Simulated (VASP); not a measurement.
# Cs2Br3 (R-3c) in VASP: notebook

The runs below take Cs2Br3 through single point, with PBE.

Program: VASP 6.6.1. These are calculated values, not measurements. Logs are shortened: lines on timing, memory, paths and dates and some standing lists are left out, and cuts for length are marked.

## Step 1: The cell of the first run

The structure is trigonal, space group R-3c (No. 167). Conventional cell: a = 7.746 Å, b = 7.746 Å, c = 21.147 Å, α = 90.00°, β = 90.00°, γ = 120.00°. Within 4.0 Å of Cs (site symmetry 3) lie 6 Br at 3.02 to 3.21 Å. Within 4.0 Å of Br (site symmetry 2) lie 4 Cs at 3.02 to 3.21 Å.

## Step 2: Single point, PBE

File INCAR:

```
  PREC = Accurate
  ENCUT = 520
  EDIFF = 1E-6
  ISMEAR = 0
  SIGMA = 0.1
  LREAL = False
  LASPH = True
  NELM = 80
  ALGO = Normal
  ISIF = 2
  LWAVE = False
  LCHARG = False
  GGA = PE
  NBANDS = 50
```

File KPOINTS:

```
regular mesh
0
Gamma
  3 3 3
```

File POSCAR:

```
Cs2Br3
1.0
    3.8727971156      2.2359604572      7.0490723307
   -3.8727971156      2.2359604572      7.0490723307
    0.0000000000     -4.4719209145      7.0490723307
Cs Br
4 6
Direct
    0.8521800000      0.8521800000      0.8521800000
    0.6478200000      0.6478200000      0.6478200000
    0.1478200000      0.1478200000      0.1478200000
    0.3521800000      0.3521800000      0.3521800000
    0.0562500000      0.4437500000      0.7500000000
    0.7500000000      0.0562500000      0.4437500000
    0.4437500000      0.7500000000      0.0562500000
    0.9437500000      0.5562500000      0.2500000000
    0.2500000000      0.9437500000      0.5562500000
    0.5562500000      0.2500000000      0.9437500000
```

Potentials or basis: VASP PAW PBE potentials, release 64 (Cs_sv, Br).

Run with:

```console
$ cat potpaw_PBE.64/Cs_sv/POTCAR potpaw_PBE.64/Br/POTCAR > POTCAR
$ mpirun -np 1 vasp_std > vasp.out
```

OUTCAR:

```text
PREC = Accurate
   ENCUT = 520
   EDIFF = 1E-6
   ISMEAR = 0
   LREAL = False
   LASPH = True
   NELM = 80
   ISIF = 2
   GGA = PE

 ion  position               nearest neighbor table
   1  0.852  0.852  0.852-
   2  0.648  0.648  0.648-
   3  0.148  0.148  0.148-
   4  0.352  0.352  0.352-
   5  0.056  0.444  0.750-
   6  0.750  0.056  0.444-
   7  0.444  0.750  0.056-
   8  0.944  0.556  0.250-
   9  0.250  0.944  0.556-
  10  0.556  0.250  0.944-

  LATTYP: Found a trigonal (rhomboedric) cell.
 ALAT       =     8.3479037721
 COS(alpha) =     0.5695481095

  Lattice vectors:

 A1 = (   3.8727971156,   2.2359604572,   7.0490723307)
 A2 = (  -3.8727971156,   2.2359604572,   7.0490723307)
 A3 = (   0.0000000000,  -4.4719209145,   7.0490723307)

Analysis of symmetry for initial positions (statically):
=====================================================================
 Subroutine PRICEL returns:
 Original cell was already a primitive cell.

 Routine SETGRP: Setting up the symmetry group for a
 trigonal (rhombohedral) supercell.

 Subroutine GETGRP returns: Found 12 space group operations
 (whereof  6 operations were pure point group operations)
 out of a pool of 12 trial point group operations.

The static configuration has the point symmetry S_6 .
 The point group associated with its full space group is D_3d.

Analysis of symmetry for dynamics (positions and initial velocities):
=====================================================================
 Subroutine PRICEL returns:
 Original cell was already a primitive cell.

 Routine SETGRP: Setting up the symmetry group for a
 trigonal (rhombohedral) supercell.

 Subroutine GETGRP returns: Found 12 space group operations
 (whereof  6 operations were pure point group operations)
 out of a pool of 12 trial point group operations.

The dynamic configuration has the point symmetry S_6 .
 The point group associated with its full space group is D_3d.

[... 94 lines left out ...]
   NELM   =     80;   NELMIN=  2; NELMDL= -5     # of ELM steps
   EDIFF  = 0.1E-05   stopping-criterion for ELM
   LREAL  =      F    real-space projection
   EDIFFG = 0.1E-04   stopping-criterion for IOM
   NSW    =      0    number of steps for IOM
   IBRION =     -1    ionic relax: 0-MD 1-quasi-New 2-CG
   NFREE  =      0    steps in history (QN), initial steepest desc. (CG)
   ISIF   =      2    stress and relaxation
   ISYM   =      2    0-nonsym 1-usesym 2-fastsym
   POTIM  = 0.5000    time-step for ionic-motion
   TEBEG  =    0.0;   TEEND  =   0.0 temperature during run
   PSTRESS=    0.0 pullay stress
   NELECT =      78.0000    total number of electrons
   NUPDOWN=      -1.0000    fix difference up-down
   EMIN   =  10.00;   EMAX   =-10.00  energy-range for DOS
   EFERMI =   0.00;   METHOD = LEGACY
   ISMEAR =     0;   SIGMA  =   0.10  broadening in eV -4-tet -1-fermi 0-gaus
   EFERMI_NEDOS =   21; number of points for ismear=-14 and -15
   IALGO  =     38    algorithm
   IMIX   =      4    mixing-type and parameters
     AMIX     =   0.40;   BMIX     =  1.00
     AMIX_MAG =   1.60;   BMIX_MAG =  1.00
  volume/ion in A,a.u.               =      36.62       247.15
  Fermi-wavevector in a.u.,A,eV,Ry     =   0.977648  1.847486 13.004378  0.955795
  Thomas-Fermi vector in A             =   2.108361
   LORBIT       =      0    0 simple, 1 ext, 2 COOP (PROOUT), +10 PAW based schemes
   GGA     = PE    functional components
   LHFCALC =     F    Hartree Fock is set to
   AEXX    =    0.0000 exact exchange contribution
   IVDW    =     0    specifies the selected vdW correction
   LEPSILON=     F    determine dielectric tensor
   LRPA    =     F    only Hartree local field effects (RPA)
 non-spin polarized calculation
 Gauss-broadening in eV      SIGMA  =   0.10
  energy-cutoff  :      520.00
  volume of cell :      366.25
 maximum number of plane-waves:      9891
 NGX is ok and might be reduce to    64
   NGX = 31   NGY = 31   NGZ = 31

 number of electron      77.9999999 magnetization

 Free energy of the ion-electron system (eV)
  ---------------------------------------------------
  ext. energy  EPLUGINS =         0.00000000
  ---------------------------------------------------
  free energy    TOTEN  =       -20.99373310 eV

  energy without entropy =      -20.92982869  energy(sigma->0) =      -20.96178089

 E-fermi :  -0.3975     XC(G=0):  -7.9965

 val. band max:       -0.4506236832   @ k =  -0.3333   0.3333   0.0000
 cond. band min:      -0.3928073351   @ k =   0.3333   0.3333   0.3333
 fundamental gap:      0.0578163481
 Fermi energy:        -0.3975047986

 k-point     1 :       0.0000    0.0000    0.0000
  band No.  band energies     occupation
      1     -19.4994      2.00000
      2     -19.3807      2.00000
      3     -19.3695      2.00000
      4     -19.3315      2.00000
      5     -13.5297      2.00000
      6     -13.5206      2.00000
[... 307 lines left out ...]
     49       7.0469      0.00000
     50       7.3383      0.00000

------------------------ aborting loop because EDIFF is reached ----------------------------------------

  FORCE on cell =-STRESS in cart. coord.  units (eV):
  Direction    XX          YY          ZZ          XY          YZ          ZX
  --------------------------------------------------------------------------------------
  -------------------------------------------------------------------------------------
  Total       24.4343496     24.4343496     20.7530276      0.0000000     -0.0000000      0.0000000
  in kB      106.8905431    106.8905431     90.7862263      0.0000000     -0.0000000      0.0000000
  external PRESSURE =     101.5224375 kB  Pullay stress =       0.0000000 kB

 VOLUME and BASIS-vectors are now :
 -----------------------------------------------------------------------------
  energy-cutoff  :      520.00
  volume of cell :      366.25
      direct lattice vectors                 reciprocal lattice vectors
     3.872797116  2.235960457  7.049072331     0.129105653  0.074539183  0.047287546
    -3.872797116  2.235960457  7.049072331    -0.129105653  0.074539183  0.047287546
     0.000000000 -4.471920915  7.049072331     0.000000000 -0.149078367  0.047287546

 POSITION                                       TOTAL-FORCE (eV/Angst)
 -----------------------------------------------------------------------------------
      0.00000     -0.00000     18.02124         0.000000      0.000000     -0.171330
      0.00000     -0.00000     13.69959         0.000000     -0.000000      0.171330
      0.00000     -0.00000      3.12598         0.000000     -0.000000      0.171330
      0.00000     -0.00000      7.44763         0.000000      0.000000     -0.171330
     -1.50071     -2.23596      8.81134        -0.293458     -0.000000      0.000000
      2.68675     -0.18167      8.81134         0.146729     -0.254142      0.000000
     -1.18604      2.41763      8.81134         0.146729      0.254142      0.000000
      1.50071      2.23596     12.33588         0.293458     -0.000000      0.000000
     -2.68675      0.18167     12.33588        -0.146729      0.254142      0.000000
      1.18604     -2.41763     12.33588        -0.146729     -0.254142      0.000000
 -----------------------------------------------------------------------------------
    total drift:                               -0.000000     -0.000000      0.000000

  FREE ENERGIE OF THE ION-ELECTRON SYSTEM (eV)
  ---------------------------------------------------
  free  energy   TOTEN  =       -20.9937330968 eV

  energy  without entropy=      -20.9298286916  energy(sigma->0) =      -20.96178089
```

OSZICAR:

```text
N       E                     dE             d eps       ncg     rms          rms(c)
DAV:   1     0.606762032924E+03    0.60676E+03   -0.32150E+04   600   0.132E+03
DAV:   2     0.401965972735E+02   -0.56657E+03   -0.55233E+03   832   0.234E+02
DAV:   3    -0.204592674799E+02   -0.60656E+02   -0.60281E+02   712   0.873E+01
DAV:   4    -0.215470190258E+02   -0.10878E+01   -0.10843E+01   720   0.134E+01
DAV:   5    -0.215664227435E+02   -0.19404E-01   -0.19384E-01   688   0.169E+00    0.618E+00
DAV:   6    -0.209765932612E+02    0.58983E+00   -0.10920E+00   704   0.325E+00    0.345E+00
DAV:   7    -0.209587676148E+02    0.17826E-01   -0.73794E-01   720   0.255E+00    0.119E+00
DAV:   8    -0.209875093209E+02   -0.28742E-01   -0.78741E-02   672   0.106E+00    0.225E-01
DAV:   9    -0.209915802414E+02   -0.40709E-02   -0.14726E-02   688   0.468E-01    0.101E-01
DAV:  10    -0.209931774614E+02   -0.15972E-02   -0.12647E-03   664   0.138E-01    0.455E-02
DAV:  11    -0.209937059367E+02   -0.52848E-03   -0.54175E-04   664   0.967E-02    0.156E-02
DAV:  12    -0.209937269879E+02   -0.21051E-04   -0.23248E-05   704   0.187E-02    0.772E-03
DAV:  13    -0.209937325685E+02   -0.55806E-05   -0.65808E-06   616   0.995E-03    0.232E-03
DAV:  14    -0.209937330968E+02   -0.52828E-06   -0.55944E-07   472   0.339E-03
   1 F= -.20993733E+02 E0= -.20961781E+02  d E =-.639044E-01
```

Run time: 1.8 min. Hardware: 1 thread of AMD EPYC 9R45 (Zen 5), shared host; peak memory 0.55 GiB.

What came out:

```yaml
Free_energy: -20.9937 eV
Pressure: 10.2 GPa
Largest_force: 0.293 eV/Å
Band_gap_on_the_k_mesh: zero (band 39 reaches -0.34 eV, above the bottom of band 40 at -0.39 eV)
```

Forces on the atoms (eV/Å):
```
Cs   0.000  0.000 -0.171
Cs   0.000  0.000  0.171
Cs   0.000  0.000  0.171
Cs   0.000  0.000 -0.171
Br  -0.293  0.000  0.000
Br   0.147 -0.254  0.000
Br   0.147  0.254  0.000
Br   0.293  0.000  0.000
Br  -0.147  0.254  0.000
Br  -0.147 -0.254  0.000
```

Caveat: spin-orbit coupling is left out, which moves the levels of the heavy elements.

## Step 3: Single point, PBE

This run uses another cell than the first one, of 55.94 Å³/atom, 1.527 times its volume.

File INCAR:

```
SYSTEM = Cs2Br3
PREC = Accurate
ENCUT = 520
EDIFF = 1E-6
ISMEAR = 0
SIGMA = 0.1
LREAL = .FALSE.
LASPH = .TRUE.
NELM = 100
ALGO = Normal
ISIF = 2
LWAVE = .FALSE.
LCHARG = .FALSE.
GGA = PE
NBANDS = 50
```

File KPOINTS:

```
Automatic mesh
0
G
  3 3 3
  0 0 0
```

File POSCAR:

```
Cs2Br3
1.0
    4.4852258564      2.5895463555      8.0266599704
   -4.4852258564      2.5895463555      8.0266599704
    0.0000000000     -5.1790927112      8.0266599704
Cs Br
4 6
Direct
    0.8663859705      0.8663859705      0.8663859705
    0.6336140295      0.6336140295      0.6336140295
    0.1336140295      0.1336140295      0.1336140295
    0.3663859705      0.3663859705      0.3663859705
    0.0080137366      0.4919862634      0.7500000000
    0.7500000000      0.0080137366      0.4919862634
    0.4919862634      0.7500000000      0.0080137366
    0.9919862634      0.5080137366      0.2500000000
    0.2500000000      0.9919862634      0.5080137366
    0.5080137366      0.2500000000      0.9919862634
```

Potentials or basis: VASP PAW PBE potentials, release 64 (Cs_sv, Br).

Run with:

```console
$ cat potpaw_PBE.64/Cs_sv/POTCAR potpaw_PBE.64/Br/POTCAR > POTCAR
$ mpirun -np 1 vasp_std > vasp.out
```

It took 2.8 min on 1 thread of AMD EPYC 9R45 (Zen 5), shared host; peak memory 0.74 GiB.

The run converged. Its results:

| Quantity | Value |
| --- | --- |
| Free energy | -25.6896 eV |
| Pressure | 0.2 GPa |
| Largest force | 0.030 eV/Å |
| Band gap on the k mesh | zero (band 39 reaches -2.46 eV, above the bottom of band 40 at -2.49 eV) |

Forces on the atoms (eV/Å):
```
Cs   0.000  0.000 -0.027
Cs   0.000  0.000  0.027
Cs   0.000  0.000  0.027
Cs   0.000  0.000 -0.027
Br  -0.030  0.000  0.000
Br   0.015 -0.026  0.000
Br   0.015  0.026  0.000
Br   0.030  0.000  0.000
Br  -0.015  0.026  0.000
Br  -0.015 -0.026  0.000
```

Levels at points of the mesh, in eV from the Fermi level:
```csv
k point,band 37,band 38,band 39,band 40,band 41,band 42,band 43,band 44
"(0.00, 0.00, 0.00)",-0.15,-0.09,-0.01,-0.01,4.59,6.11,6.52,6.52
```

Caveat: spin-orbit coupling is left out, which moves the levels of the heavy elements.
